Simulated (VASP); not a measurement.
Here is a VASP 6.6.1 calculation.

The input POSCAR:

```
KZnI3
1.0
    5.6991873221      0.0000000000      0.0000000000
    0.0000000000      5.6991873221      0.0000000000
    0.0000000000      0.0000000000      5.6991873221
K Zn I
1 1 3
Direct
    0.0000000000      0.0000000000      0.0000000000
    0.5000000000      0.5000000000      0.5000000000
    0.5000000000      0.5000000000      0.0000000000
    0.5000000000      0.0000000000      0.5000000000
    0.0000000000      0.5000000000      0.5000000000
```

Contents of INCAR.step1:

```
PREC = Accurate
ENCUT = 520
ISMEAR = -1
SIGMA = 0.02
LREAL = False
LASPH = True
NELM = 100
NBANDS = 29
GGA = PE
ALGO = Normal
EDIFF = 1E-4
LWAVE = True
LCHARG = False
```

The input INCAR.step2:

```
PREC = Accurate
ENCUT = 520
EDIFF = 1E-6
ISMEAR = -1
SIGMA = 0.02
LREAL = False
LASPH = True
NELM = 100
ALGO = Normal
ISIF = 2
LWAVE = False
LCHARG = False
METAGGA = R2SCAN
LMIXTAU = True
NBANDS = 29
ISTART = 1
```

KPOINTS

```
Automatic mesh
0
Gamma
  4 4 4
```

Potentials or basis: VASP PAW PBE potentials, release 64 (K_sv, Zn, I).

Run with:

```console
$ cat potpaw_PBE.64/K_sv/POTCAR potpaw_PBE.64/Zn/POTCAR potpaw_PBE.64/I/POTCAR > POTCAR
$ cp INCAR.step1 INCAR
$ mpirun -np 1 vasp_std > vasp.out
$ cp INCAR.step2 INCAR
$ mpirun -np 1 vasp_std > vasp.out
```

Task: What does it give for the band gap on the k mesh?

Result: Zero (band 21 reaches 1.44 eV, above the bottom of band 22 at 0.88 eV).

Task: Estimate the pressure.

Result: 0.0 GPa.

Caveat: the PAW data sets were made with another functional, which shifts forces and pressure a little; spin-orbit coupling is left out, which moves the levels of the heavy elements.
